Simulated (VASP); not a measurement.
# TiTl2H4 (I4/mmm) in VASP: further runs

Runs on TiTl2H4. Level: PBE. Tasks: single point.

Program: VASP 6.6.1. These are calculated values, not measurements. Logs are shortened: lines on timing, memory, paths and dates and some standing lists are left out, and cuts for length are marked.

**1. The cell of the first run**

The structure is tetragonal, space group I4/mmm (No. 139). Conventional cell: a = 5.217 Å, b = 5.217 Å, c = 7.352 Å, α = 90.00°, β = 90.00°, γ = 90.00°. Ti (site symmetry 4/mmm) has 4 H at 1.83 Å within 2.4 Å. Tl (site symmetry -4m2) has 8 H at 2.60 Å and 4 Ti at 3.19 Å within 3.4 Å. H (site symmetry m2m) has 1 Ti at 1.83 Å within 2.4 Å.

**2. Single point, PBE**

Input file INCAR:

```
SYSTEM = TiTl2H4
PREC = Accurate
ENCUT = 520
EDIFF = 1E-7
ISMEAR = 0
SIGMA = 0.1
LREAL = .False.
LASPH = .True.
NELM = 60
ALGO = Normal
ISIF = 2
LWAVE = .False.
LCHARG = .False.
GGA = PE
NBANDS = 30
```

Input file KPOINTS:

```
Automatic mesh
0
Gamma
  4 4 4
  0 0 0
```

Input file POSCAR:

```
TiTl2H4
1.0
   -2.6086031336      2.6086031336      3.6761389347
    2.6086031336     -2.6086031336      3.6761389347
    2.6086031336      2.6086031336     -3.6761389347
Ti Tl H
1 2 4
Direct
    0.0000000000      0.0000000000      0.0000000000
    0.7500000000      0.2500000000      0.5000000000
    0.2500000000      0.7500000000      0.5000000000
    0.2485875902      0.2485875902      0.4971751804
    0.2485875902      0.7514124098      0.0000000000
    0.7514124098      0.7514124098      0.5028248196
    0.7514124098      0.2485875902      0.0000000000
```

Potentials or basis: VASP PAW PBE potentials, release 64 (Ti_sv, Tl_d, H).

Run with:

```sh
$ cat potpaw_PBE.64/Ti_sv/POTCAR potpaw_PBE.64/Tl_d/POTCAR potpaw_PBE.64/H/POTCAR > POTCAR
$ mpirun -np 1 vasp_std > vasp.out
```

OUTCAR:

```text
SYSTEM = TiTl2H4
   PREC = Accurate
   ENCUT = 520
   EDIFF = 1E-7
   ISMEAR = 0
   LREAL = .False.
   LASPH = .True.
   NELM = 60
   ISIF = 2
   GGA = PE

 ion  position               nearest neighbor table
   1  0.000  0.000  0.000-   4 1.83   6 1.83   5 1.83   7 1.83   2 3.19   3 3.19   2 3.19   3 3.19
                             2 3.19   3 3.19   2 3.19   3 3.19
   2  0.750  0.250  0.500-   1 3.19   1 3.19   1 3.19   1 3.19   3 3.68   3 3.68   3 3.69   3 3.69
                             3 3.69   3 3.69
   3  0.250  0.750  0.500-   1 3.19   1 3.19   1 3.19   1 3.19   2 3.68   2 3.68   2 3.69   2 3.69
                             2 3.69   2 3.69
   4  0.249  0.249  0.497-   1 1.83
   5  0.249  0.751  0.000-   1 1.83
   6  0.751  0.751  0.503-   1 1.83
   7  0.751  0.249  0.000-   1 1.83

  LATTYP: Found a body centered tetragonal cell.
 ALAT       =     5.2172062672
 C/A-ratio  =     1.4092365708

  Lattice vectors:

 A1 = (  -2.6086031336,   2.6086031336,   3.6761389347)
 A2 = (   2.6086031336,  -2.6086031336,   3.6761389347)
 A3 = (   2.6086031336,   2.6086031336,  -3.6761389347)

Analysis of symmetry for initial positions (statically):
=====================================================================
 Subroutine PRICEL returns:
 Original cell was already a primitive cell.

 Routine SETGRP: Setting up the symmetry group for a
 body centered tetragonal supercell.

 Subroutine GETGRP returns: Found 16 space group operations
 (whereof 16 operations were pure point group operations)
 out of a pool of 16 trial point group operations.

The static configuration has the point symmetry D_4h.

Analysis of symmetry for dynamics (positions and initial velocities):
=====================================================================
 Subroutine PRICEL returns:
 Original cell was already a primitive cell.

 Routine SETGRP: Setting up the symmetry group for a
 body centered tetragonal supercell.

 Subroutine GETGRP returns: Found 16 space group operations
 (whereof 16 operations were pure point group operations)
 out of a pool of 16 trial point group operations.

The dynamic configuration has the point symmetry D_4h.

 Subroutine INISYM returns: Found 16 space group operations
 (whereof 16 operations are pure point group operations),
 and found     1 'primitive' translations

----------------------------------------------------------------------------------------
[... 95 lines left out ...]
   IBRION =     -1    ionic relax: 0-MD 1-quasi-New 2-CG
   NFREE  =      0    steps in history (QN), initial steepest desc. (CG)
   ISIF   =      2    stress and relaxation
   ISYM   =      2    0-nonsym 1-usesym 2-fastsym
   POTIM  = 0.5000    time-step for ionic-motion
   TEBEG  =    0.0;   TEEND  =   0.0 temperature during run
   PSTRESS=    0.0 pullay stress
   NELECT =      42.0000    total number of electrons
   NUPDOWN=      -1.0000    fix difference up-down
   EMIN   =  10.00;   EMAX   =-10.00  energy-range for DOS
   EFERMI =   0.00;   METHOD = LEGACY
   ISMEAR =     0;   SIGMA  =   0.10  broadening in eV -4-tet -1-fermi 0-gaus
   EFERMI_NEDOS =   21; number of points for ismear=-14 and -15
   IALGO  =     38    algorithm
   IMIX   =      4    mixing-type and parameters
     AMIX     =   0.40;   BMIX     =  1.00
     AMIX_MAG =   1.60;   BMIX_MAG =  1.00
  volume/ion in A,a.u.               =      14.29        96.46
  Fermi-wavevector in a.u.,A,eV,Ry     =   1.225750  2.316332 20.442256  1.502463
  Thomas-Fermi vector in A             =   2.360776
   LORBIT       =      0    0 simple, 1 ext, 2 COOP (PROOUT), +10 PAW based schemes
   GGA     = PE    functional components
   LHFCALC =     F    Hartree Fock is set to
   AEXX    =    0.0000 exact exchange contribution
   IVDW    =     0    specifies the selected vdW correction
   LEPSILON=     F    determine dielectric tensor
   LRPA    =     F    only Hartree local field effects (RPA)
 non-spin polarized calculation
 Gauss-broadening in eV      SIGMA  =   0.10
  energy-cutoff  :      520.00
  volume of cell :      100.06
 maximum number of plane-waves:      2733
 NGX is ok and might be reduce to    40
   NGX = 19   NGY = 19   NGZ = 19

 number of electron      41.9999994 magnetization

 Free energy of the ion-electron system (eV)
  ---------------------------------------------------
  ext. energy  EPLUGINS =         0.00000000
  ---------------------------------------------------
  free energy    TOTEN  =       -23.16933430 eV

  energy without entropy =      -23.14338393  energy(sigma->0) =      -23.15635912

 E-fermi :   4.5992     XC(G=0):  -9.7083

 val. band max:        4.5148290657   @ k =  -0.2500   0.2500   0.2500
 cond. band min:       4.6225339078   @ k =   0.5000   0.2500   0.0000
 fundamental gap:      0.1077048421
 Fermi energy:         4.5992043406

 k-point     1 :       0.0000    0.0000    0.0000
  band No.  band energies     occupation
      1     -52.5761      2.00000
      2     -29.0034      2.00000
      3     -28.7679      2.00000
      4     -28.7679      2.00000
      5      -6.7463      2.00000
      6      -6.6673      2.00000
[... 418 lines left out ...]
     29      11.5029      0.00000
     30      11.5029      0.00000

------------------------ aborting loop because EDIFF is reached ----------------------------------------

  FORCE on cell =-STRESS in cart. coord.  units (eV):
  Direction    XX          YY          ZZ          XY          YZ          ZX
  --------------------------------------------------------------------------------------
  -------------------------------------------------------------------------------------
  Total       -0.0734591     -0.0734591      0.0524344      0.0000000     -0.0000000      0.0000000
  in kB       -1.1762197     -1.1762197      0.8395732      0.0000000     -0.0000000      0.0000000
  external PRESSURE =      -0.5042888 kB  Pullay stress =       0.0000000 kB

 VOLUME and BASIS-vectors are now :
 -----------------------------------------------------------------------------
  energy-cutoff  :      520.00
  volume of cell :      100.06
      direct lattice vectors                 reciprocal lattice vectors
    -2.608603134  2.608603134  3.676138935     0.000000000  0.191673464  0.136012270
     2.608603134 -2.608603134  3.676138935     0.191673464  0.000000000  0.136012270
     2.608603134  2.608603134 -3.676138935     0.191673464  0.191673464  0.000000000

 POSITION                                       TOTAL-FORCE (eV/Angst)
 -----------------------------------------------------------------------------------
      0.00000      0.00000      0.00000        -0.000000     -0.000000      0.000000
      0.00000      2.60860      1.83807        -0.000000     -0.000000      0.000000
      2.60860      0.00000      1.83807        -0.000000      0.000000      0.000000
      1.29693      1.29693      0.00000        -0.000497     -0.000497     -0.000000
      1.31167     -1.31167      3.67614         0.000497     -0.000497     -0.000000
      1.31167      1.31167      3.67614         0.000497      0.000497      0.000000
     -1.31167      1.31167      3.67614        -0.000497      0.000497      0.000000
 -----------------------------------------------------------------------------------
    total drift:                                0.000000     -0.000000     -0.000000

  FREE ENERGIE OF THE ION-ELECTRON SYSTEM (eV)
  ---------------------------------------------------
  free  energy   TOTEN  =       -23.1693343001 eV

  energy  without entropy=      -23.1433839326  energy(sigma->0) =      -23.15635912
```

stdout:

```text
POSCAR found type information on POSCAR TiTlH
 POSCAR found :  3 types and       7 ions
 scaLAPACK will be used
 LDA part: xc-table for (Slater+PW92), standard interpolation
 POSCAR, INCAR and KPOINTS ok, starting setup
 FFT: planning ... GRIDC
 FFT: planning ... GRID_SOFT
 FFT: planning ... GRID
 WAVECAR not read
 entering main loop
```

It took 45 s on 1 thread of Oxide Virtual Turin-like, shared host; peak memory 0.22 GiB.

Results:

- Free energy: -23.1693 eV
- Pressure: -0.1 GPa
- Band gap on the k mesh: zero (band 21 reaches 5.13 eV, above the bottom of band 22 at 3.62 eV)

Levels at points of the mesh, in eV from the Fermi level:
| k point | band 19 | band 20 | band 21 | band 22 | band 23 | band 24 |
| --- | --- | --- | --- | --- | --- | --- |
| (0.00, 0.00, 0.00) | -1.73 | -1.01 | -0.98 | -0.98 | -0.79 | 2.77 |
| (0.50, 0.00, 0.00) | -2.10 | -1.57 | -0.37 | 0.07 | 0.53 | 1.24 |
| (0.50, 0.50, 0.00) | -3.37 | -0.93 | -0.24 | 0.50 | 0.58 | 1.21 |
| (0.50, 0.50, 0.50) | -3.91 | -2.81 | 0.54 | 0.54 | 0.64 | 1.83 |

Caveat: the k points lie up to 0.43 Å⁻¹ apart; spin-orbit coupling is left out, which moves the levels of the heavy elements.

**3. Single point, PBE**

This run uses another cell than the first one, of 13.58 Å³/atom, 0.950 times its volume.

Input file INCAR:

```
SYSTEM = TiTl2H4
ALGO = Normal
EDIFF = 1E-6
ENCUT = 520
GGA = PE
ISIF = 2
ISMEAR = 0
LASPH = .TRUE.
LCHARG = .TRUE.
LELF = .TRUE.
LREAL = .FALSE.
LVHAR = .TRUE.
LWAVE = .FALSE.
NBANDS = 30
NELM = 100
PREC = Accurate
SIGMA = 0.1
```

Input file KPOINTS:

```
k-points
0
G
  6 6 6
  0 0 0
```

Input file POSCAR:

```
TiTl2H4
1.0
   -3.0750532050      3.0750532050      2.5124540787
    3.0750532050     -3.0750532050      2.5124540787
    3.0750532050      3.0750532050     -2.5124540787
Ti Tl H
1 2 4
Direct
    0.0000000000      0.0000000000      0.0000000000
    0.7500000000      0.2500000000      0.5000000000
    0.2500000000      0.7500000000      0.5000000000
    0.3030000000      0.3030000000      0.6060000000
    0.3030000000      0.6970000000      0.0000000000
    0.6970000000      0.6970000000      0.3940000000
    0.6970000000      0.3030000000      0.0000000000
```

Potentials or basis: VASP PAW PBE potentials, release 64 (Ti_sv, Tl_d, H).

Run with:

```sh
$ cat potpaw_PBE.64/Ti_sv/POTCAR potpaw_PBE.64/Tl_d/POTCAR potpaw_PBE.64/H/POTCAR > POTCAR
$ mpirun -np 1 vasp_std > vasp.out
```

Wall time 2.3 min (1 thread of Oxide Virtual Turin-like, shared host); peak memory 0.25 GiB.

It converged, with:

```
Free energy            : -17.5648 eV
Pressure               : 5.9 GPa
Largest force          : 0.480 eV/Å
Band gap on the k mesh : zero (band 21 reaches 5.96 eV, above the bottom of band 22 at 4.98 eV)
```

Forces on the atoms (eV/Å):
```
Ti   0.000  0.000  0.000
Tl   0.000  0.000  0.000
Tl   0.000  0.000  0.000
H   -0.340 -0.340  0.000
H    0.340 -0.340  0.000
H    0.340  0.340  0.000
H   -0.340  0.340  0.000
```

Stress tensor (GPa, compression positive):
```
-6.04  0.00  0.00
 0.00 -6.04  0.00
 0.00  0.00 29.84
```

Levels at points of the mesh, in eV from the Fermi level:
| k point | band 19 | band 20 | band 21 | band 22 | band 23 | band 24 |
| --- | --- | --- | --- | --- | --- | --- |
| (0.00, 0.00, 0.00) | -1.54 | -1.15 | -0.62 | -0.62 | -0.38 | 0.42 |
| (0.50, 0.00, 0.00) | -2.44 | -2.14 | 0.11 | 0.12 | 0.22 | 0.76 |
| (0.50, 0.50, 0.00) | -1.77 | -1.08 | -0.64 | 0.10 | 0.25 | 1.16 |
| (0.50, 0.50, 0.50) | -2.11 | -0.90 | -0.88 | 0.02 | 0.02 | 0.68 |

Caveat: spin-orbit coupling is left out, which moves the levels of the heavy elements.

**4. Single point, PBE**

This run uses another cell than the first one, of 14.23 Å³/atom, 0.996 times its volume.

Input file INCAR:

```
  PREC = Accurate
  ENCUT = 520
  EDIFF = 1E-6
  ISMEAR = 0
  SIGMA = 0.1
  LREAL = False
  LASPH = True
  NELM = 100
  ALGO = Normal
  ISIF = 2
  LWAVE = False
  LCHARG = False
  GGA = PE
  NBANDS = 30
```

Input file KPOINTS:

```
regular mesh
0
Gamma
  6 6 6
```

Input file POSCAR:

```
TiTl2H4
1.0
   -2.5606077290      2.5606077290      3.7982092465
    2.5606077290     -2.5606077290      3.7982092465
    2.5606077290      2.5606077290     -3.7982092465
Ti Tl H
1 2 4
Direct
    0.0000000000      0.0000000000      0.0000000000
    0.7500000000      0.2500000000      0.5000000000
    0.2500000000      0.7500000000      0.5000000000
    0.2518135287      0.2518135287      0.5036270574
    0.2518135287      0.7481864713      0.0000000000
    0.7481864713      0.7481864713      0.4963729426
    0.7481864713      0.2518135287      0.0000000000
```

Potentials or basis: VASP PAW PBE potentials, release 64 (Ti_sv, Tl_d, H).

Run with:

```sh
$ cat potpaw_PBE.64/Ti_sv/POTCAR potpaw_PBE.64/Tl_d/POTCAR potpaw_PBE.64/H/POTCAR > POTCAR
$ mpirun -np 1 vasp_std > vasp.out
```

OUTCAR:

```text
PREC = Accurate
   ENCUT = 520
   EDIFF = 1E-6
   ISMEAR = 0
   LREAL = False
   LASPH = True
   NELM = 100
   ISIF = 2
   GGA = PE

 ion  position               nearest neighbor table
   1  0.000  0.000  0.000-   5 1.82   7 1.82   4 1.82   6 1.82   3 3.19   3 3.19   2 3.19   2 3.19
                             3 3.19   2 3.19   2 3.19   3 3.19
   2  0.750  0.250  0.500-   1 3.19   1 3.19   1 3.19   1 3.19   3 3.62   3 3.62   3 3.62   3 3.62
                             3 3.80   3 3.80
   3  0.250  0.750  0.500-   1 3.19   1 3.19   1 3.19   1 3.19   2 3.62   2 3.62   2 3.62   2 3.62
                             2 3.80   2 3.80
   4  0.252  0.252  0.504-   1 1.82
   5  0.252  0.748  0.000-   1 1.82
   6  0.748  0.748  0.496-   1 1.82
   7  0.748  0.252  0.000-   1 1.82

  LATTYP: Found a body centered tetragonal cell.
 ALAT       =     5.1212154580
 C/A-ratio  =     1.4833233546

  Lattice vectors:

 A1 = (  -2.5606077290,   2.5606077290,   3.7982092465)
 A2 = (   2.5606077290,  -2.5606077290,   3.7982092465)
 A3 = (   2.5606077290,   2.5606077290,  -3.7982092465)

Analysis of symmetry for initial positions (statically):
[... 183 lines left out ...]
 E-fermi :   4.6108     XC(G=0):  -9.7474

 val. band max:        4.5942157902   @ k =   0.3333   0.1667   0.1667
 cond. band min:       4.6220312723   @ k =  -0.3333   0.3333   0.1667
 fundamental gap:      0.0278154822
 Fermi energy:         4.6107782342

 k-point     1 :       0.0000    0.0000    0.0000
  band No.  band energies     occupation
      1     -52.5816      2.00000
      2     -28.9670      2.00000
      3     -28.7903      2.00000
      4     -28.7903      2.00000
      5      -6.7828      2.00000
      6      -6.6706      2.00000
[... 781 lines left out ...]
     29       9.1517      0.00000
     30       9.7630      0.00000

 [... further k-points ...]
[... 5 lines left out ...]
  --------------------------------------------------------------------------------------
  -------------------------------------------------------------------------------------
  Total       -0.0123841     -0.0123841     -0.0339196      0.0000000      0.0000000      0.0000000
  in kB       -0.1991817     -0.1991817     -0.5455529      0.0000000      0.0000000      0.0000000
  external PRESSURE =      -0.3146388 kB  Pullay stress =       0.0000000 kB

 VOLUME and BASIS-vectors are now :
 -----------------------------------------------------------------------------
  energy-cutoff  :      520.00
  volume of cell :       99.62
      direct lattice vectors                 reciprocal lattice vectors
    -2.560607729  2.560607729  3.798209246     0.000000000  0.195266145  0.131640983
     2.560607729 -2.560607729  3.798209246     0.195266145  0.000000000  0.131640983
     2.560607729  2.560607729 -3.798209246     0.195266145  0.195266145  0.000000000

 POSITION                                       TOTAL-FORCE (eV/Angst)
 -----------------------------------------------------------------------------------
      0.00000      0.00000      0.00000         0.000000      0.000000     -0.000000
      0.00000      2.56061      1.89910         0.000000      0.000000     -0.000000
      2.56061      0.00000      1.89910         0.000000      0.000000     -0.000000
      1.28959      1.28959     -0.00000        -0.004125     -0.004125     -0.000000
      1.27102     -1.27102      3.79821         0.004125     -0.004125     -0.000000
      1.27102      1.27102      3.79821         0.004125      0.004125      0.000000
     -1.27102      1.27102      3.79821        -0.004125      0.004125     -0.000000
 -----------------------------------------------------------------------------------
    total drift:                                0.000000     -0.000000     -0.000000

  FREE ENERGIE OF THE ION-ELECTRON SYSTEM (eV)
  ---------------------------------------------------
  free  energy   TOTEN  =       -23.1155741921 eV

  energy  without entropy=      -23.0851568328  energy(sigma->0) =      -23.10036551
```

stdout:

```text
POSCAR found type information on POSCAR TiTlH
 POSCAR found :  3 types and       7 ions
 scaLAPACK will be used
 LDA part: xc-table for (Slater+PW92), standard interpolation
 POSCAR, INCAR and KPOINTS ok, starting setup
 FFT: planning ... GRIDC
 FFT: planning ... GRID_SOFT
 FFT: planning ... GRID
 WAVECAR not read
 entering main loop
```

Wall time 87 s (1 thread of Oxide Virtual Turin-like, shared host); peak memory 0.25 GiB.

Results:

| Property | Result |
| --- | --- |
| Free energy | -23.1156 eV |
| Pressure | 0.0 GPa |
| Largest force | 0.006 eV/Å |
| Band gap on the k mesh | zero (band 21 reaches 5.17 eV, above the bottom of band 22 at 3.62 eV) |

Forces in eV/Å, atoms in the order of the input:
```
Ti   0.000  0.000  0.000
Tl   0.000  0.000  0.000
Tl   0.000  0.000  0.000
H   -0.004 -0.004  0.000
H    0.004 -0.004  0.000
H    0.004  0.004  0.000
H   -0.004  0.004  0.000
```

Levels at points of the mesh, in eV from the Fermi level:
```
           k point  band 17  band 18  band 19  band 20  band 21  band 22  band 23  band 24  band 25  band 26
(0.00, 0.00, 0.00)    -2.67    -1.71    -1.71    -1.07    -1.00    -1.00    -0.97     2.74     2.93     3.51
(0.50, 0.00, 0.00)    -3.42    -2.73    -1.91    -1.81    -0.29     0.09     0.48     1.36     1.89     3.44
(0.50, 0.50, 0.00)    -5.15    -3.90    -3.41    -1.08    -0.35     0.41     0.64     1.13     1.70     2.64
(0.50, 0.50, 0.50)    -4.86    -3.74    -3.74    -2.78     0.56     0.56     0.63     1.81     3.56     5.03
```

Caveat: spin-orbit coupling is left out, which moves the levels of the heavy elements.

**5. The runs side by side**

```csv
cell,k mesh,gap on the mesh (eV),pressure (GPa),largest force (eV/Å)
"a = 5.208 Å, angles 119.9, 119.9, 90.2°, 7 atoms",4 × 4 × 4,none,-0.1,-
"a = 5.022 Å, angles 104.5, 104.5, 120.0°, 7 atoms",6 × 6 × 6,none,5.9,0.48
"a = 5.248 Å, angles 121.6, 121.6, 87.3°, 7 atoms",6 × 6 × 6,none,0.0,0.01
```

Alike in all rows: task single point; level PBE; potentials or basis VASP PAW PBE potentials, release 64 (Ti_sv, Tl_d, H); no spin polarisation; cutoff (eV) 520; smearing gaussian 0.1 eV.

Caveats: some runs use coarse meshes; spin-orbit coupling is left out, which moves the levels of the heavy elements.

Total energies depend on the potentials used, so only differences within one code and one set of settings carry meaning.
